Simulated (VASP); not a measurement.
# Cu (Pm-3m) in VASP: further runs, part 3 of 3

VASP 6.6.1. The steps go on from the part before.

**4. Single point, r2SCAN**

This run uses another cell than the first one, of 12.04 Å³/atom, 1.129 times its volume.

POSCAR

```
Cu
1.0
    2.2920148125      0.0000000000      0.0000000000
    0.0000000000      2.2920148125      0.0000000000
    0.0000000000      0.0000000000      2.2920148125
Cu
1
Direct
    0.0000000000      0.0000000000      0.0000000000
```

INCAR.step1

```
SYSTEM = Cu
  PREC = Accurate
  ENCUT = 520
  ISMEAR = -1
  SIGMA = 0.1
  LREAL = .False.
  LASPH = .True.
  NELM = 80
  NBANDS = 12
  GGA = PE
  ALGO = Normal
  EDIFF = 1E-4
  LWAVE = .True.
  LCHARG = .False.
```

INCAR.step2

```
SYSTEM = Cu
  PREC = Accurate
  ENCUT = 520
  EDIFF = 1E-6
  ISMEAR = -1
  SIGMA = 0.1
  LREAL = .False.
  LASPH = .True.
  NELM = 80
  ALGO = Normal
  ISIF = 2
  LWAVE = .False.
  LCHARG = .True.
  METAGGA = R2SCAN
  LMIXTAU = .True.
  LELF = .True.
  LVHAR = .True.
  NBANDS = 12
  ISTART = 1
```

KPOINTS

```
regular mesh
0
Gamma
  10 10 10
  0 0 0
```

Potentials or basis: VASP PAW PBE potentials, release 64 (Cu).

Run with:

```
cat potpaw_PBE.64/Cu/POTCAR > POTCAR
cp INCAR.step1 INCAR
mpirun -np 1 vasp_std > vasp.out
cp INCAR.step2 INCAR
mpirun -np 1 vasp_std > vasp.out
```

OUTCAR:

```text
SYSTEM = Cu
   PREC = Accurate
   ENCUT = 520
   EDIFF = 1E-6
   ISMEAR = -1
   LREAL = .False.
   LASPH = .True.
   NELM = 80
   ISIF = 2
   METAGGA = R2SCAN
   ISTART = 1

 ion  position               nearest neighbor table
   1  0.000  0.000  0.000-

  LATTYP: Found a simple cubic cell.
 ALAT       =     2.2920148125

  Lattice vectors:

 A1 = (   2.2920148125,   0.0000000000,   0.0000000000)
 A2 = (   0.0000000000,   2.2920148125,   0.0000000000)
 A3 = (   0.0000000000,   0.0000000000,   2.2920148125)

Analysis of symmetry for initial positions (statically):
=====================================================================
 Subroutine PRICEL returns:
 Original cell was already a primitive cell.

 Routine SETGRP: Setting up the symmetry group for a
 simple cubic supercell.

 Subroutine GETGRP returns: Found 48 space group operations
 (whereof 48 operations were pure point group operations)
 out of a pool of 48 trial point group operations.

The static configuration has the point symmetry O_h .

Analysis of symmetry for dynamics (positions and initial velocities):
=====================================================================
 Subroutine PRICEL returns:
 Original cell was already a primitive cell.

 Routine SETGRP: Setting up the symmetry group for a
 simple cubic supercell.

 Subroutine GETGRP returns: Found 48 space group operations
 (whereof 48 operations were pure point group operations)
 out of a pool of 48 trial point group operations.

The dynamic configuration has the point symmetry O_h .

 Subroutine INISYM returns: Found 48 space group operations
 (whereof 48 operations are pure point group operations),
 and found     1 'primitive' translations

----------------------------------------------------------------------------------------

                                     Primitive cell

[... 113 lines left out ...]
   METAGGA = R2SCAN    functional components
   LHFCALC =     F    Hartree Fock is set to
   AEXX    =    0.0000 exact exchange contribution
   IVDW    =     0    specifies the selected vdW correction
   LEPSILON=     F    determine dielectric tensor
   LRPA    =     F    only Hartree local field effects (RPA)
 non-spin polarized calculation
  energy-cutoff  :      520.00
  volume of cell :       12.04
 maximum number of plane-waves:       341
 NGX is ok and might be reduce to    18
   NGX =  9   NGY =  9   NGZ =  9

 number of electron      10.9999977 magnetization

 Free energy of the ion-electron system (eV)
  ---------------------------------------------------
  ext. energy  EPLUGINS =         0.00000000
  ---------------------------------------------------
  free energy    TOTEN  =       -10.27236348 eV

  energy without entropy =      -10.26570001  energy(sigma->0) =      -10.26903174

 E-fermi :   7.1258     XC(G=0): -13.4375

 val. band max:        6.8471510572   @ k =   0.5000   0.1000   0.1000
 cond. band min:       7.1672853267   @ k =   0.4000   0.3000   0.0000
 fundamental gap:      0.3201342695
 Fermi energy:         7.1258207080

 k-point     1 :       0.0000    0.0000    0.0000
  band No.  band energies     occupation
      1      -2.1951      2.00000
      2       2.4602      2.00000
      3       2.4602      2.00000
      4       5.5729      2.00000
      5       5.5729      2.00000
      6       5.5729      2.00000
      7      27.1180      0.00000
      8      27.1180      0.00000
      9      27.1180      0.00000
     10      30.6695      0.00000
     11      30.6695      0.00000
     12      35.7052      0.00000
[... 331 lines left out ...]
 k-point    24 :       0.3000    0.1000    0.1000
  band No.  band energies     occupation
      1       0.8614      2.00000
      2       2.9453      2.00000
      3       3.5643      2.00000
      4       4.7852      2.00000
      5       5.0616      2.00000
      6       5.4450      2.00000
      7      15.4312      0.00000
      8      26.3462      0.00000
      9      27.3640      0.00000
     10      35.7095      0.00000
     11      37.3167      0.00000
     12      38.4610      0.00000

 [... further k-points ...]

------------------------ aborting loop because EDIFF is reached ----------------------------------------

  FORCE on cell =-STRESS in cart. coord.  units (eV):
  Direction    XX          YY          ZZ          XY          YZ          ZX
  --------------------------------------------------------------------------------------
  -------------------------------------------------------------------------------------
  Total        1.2225754      1.2225754      1.2225754     -0.0000000      0.0000000     -0.0000000
  in kB      162.6799309    162.6799309    162.6799309     -0.0000000      0.0000000     -0.0000000
  external PRESSURE =     162.6799309 kB  Pullay stress =       0.0000000 kB

 VOLUME and BASIS-vectors are now :
 -----------------------------------------------------------------------------
  energy-cutoff  :      520.00
  volume of cell :       12.04
      direct lattice vectors                 reciprocal lattice vectors
     2.292014813  0.000000000  0.000000000     0.436297355  0.000000000  0.000000000
     0.000000000  2.292014813  0.000000000     0.000000000  0.436297355  0.000000000
     0.000000000  0.000000000  2.292014813     0.000000000  0.000000000  0.436297355

 POSITION                                       TOTAL-FORCE (eV/Angst)
 -----------------------------------------------------------------------------------
      0.00000      0.00000      0.00000         0.000000      0.000000      0.000000
 -----------------------------------------------------------------------------------
    total drift:                                0.000000      0.000000      0.000000

  FREE ENERGIE OF THE ION-ELECTRON SYSTEM (eV)
  ---------------------------------------------------
  free  energy   TOTEN  =       -10.2723634792 eV

  energy  without entropy=      -10.2657000086  energy(sigma->0) =      -10.26903174
```

OUTCAR.step1:

```text
SYSTEM = Cu
   PREC = Accurate
   ENCUT = 520
   ISMEAR = -1
   LREAL = .False.
   LASPH = .True.
[... 577 lines left out ...]
 -----------------------------------------------------------------------------------
      0.00000      0.00000      0.00000         0.000000      0.000000      0.000000
 -----------------------------------------------------------------------------------
    total drift:                                0.000000      0.000000      0.000000

  FREE ENERGIE OF THE ION-ELECTRON SYSTEM (eV)
  ---------------------------------------------------
  free  energy   TOTEN  =        -3.1545241172 eV

  energy  without entropy=       -3.1475095267  energy(sigma->0) =       -3.15101682
```

OSZICAR.step1:

```text
N       E                     dE             d eps       ncg     rms          rms(c)
DAV:   1     0.432308410334E+02    0.43231E+02   -0.54556E+03  1496   0.155E+03
DAV:   2    -0.240526252029E+01   -0.45636E+02   -0.42258E+02  1388   0.204E+02
DAV:   3    -0.390569584705E+01   -0.15004E+01   -0.14445E+01  1580   0.403E+01
DAV:   4    -0.391631820602E+01   -0.10622E-01   -0.10621E-01  1532   0.303E+00
DAV:   5    -0.391642163905E+01   -0.10343E-03   -0.10343E-03  1576   0.309E-01    0.727E+00
DAV:   6    -0.348562398079E+01    0.43080E+00   -0.11317E+01  1544   0.662E+01    0.350E+00
DAV:   7    -0.316653571667E+01    0.31909E+00   -0.17972E+00  1548   0.265E+01    0.465E-01
DAV:   8    -0.315738500524E+01    0.91507E-02   -0.10506E-02  1680   0.202E+00    0.409E-01
DAV:   9    -0.315454920699E+01    0.28358E-02   -0.16710E-02  1596   0.229E+00    0.481E-02
DAV:  10    -0.315452411717E+01    0.25090E-04   -0.15972E-04   928   0.239E-01
   1 F= -.31545241E+01 E0= -.31510168E+01  d E =-.701459E-02
```

It took 12 s on 1 thread of Intel Xeon 6975P-C (Granite Rapids), shared host; peak memory 0.12 GiB.

Results:

| Property | Result |
| --- | --- |
| Free energy | -10.2724 eV |
| Pressure | 16.3 GPa |

Levels at points of the mesh, in eV from the Fermi level:
| k point | band 1 | band 2 | band 3 | band 4 | band 5 | band 6 | band 7 | band 8 | band 9 | band 10 |
| --- | --- | --- | --- | --- | --- | --- | --- | --- | --- | --- |
| (0.00, 0.00, 0.00) | -9.32 | -4.67 | -4.67 | -1.55 | -1.55 | -1.55 | 19.99 | 19.99 | 19.99 | 23.54 |
| (0.50, 0.00, 0.00) | -5.01 | -4.25 | -2.53 | -2.53 | -1.88 | -1.47 | 2.60 | 25.61 | 27.61 | 27.61 |
| (0.50, 0.50, 0.00) | -5.20 | -3.92 | -2.33 | -2.33 | -0.83 | 4.70 | 4.70 | 10.71 | 11.02 | 32.49 |
| (0.50, 0.50, 0.50) | -4.32 | -4.32 | -4.32 | -0.78 | -0.78 | 11.60 | 11.60 | 11.60 | 14.48 | 17.08 |

Caveat: the PAW data sets were made with another functional, which shifts forces and pressure a little.

**5. Overview**

| cell | gap on the mesh (eV) | pressure (GPa) |
| --- | --- | --- |
| a = 2.201 Å, 1 atom | none | 46.2 |
| a = 2.240 Å, 1 atom | none | 30.7 |
| a = 2.292 Å, 1 atom | none | 16.3 |

Alike in all rows: task single point; level r2SCAN; potentials or basis VASP PAW PBE potentials, release 64 (Cu); no spin polarisation; k mesh 10 × 10 × 10; cutoff (eV) 520; smearing fermi-dirac 0.1 eV.

Caveats: the PAW data sets were made with another functional, which shifts forces and pressure a little.

Total energies depend on the potentials used, so only differences within one code and one set of settings carry meaning.
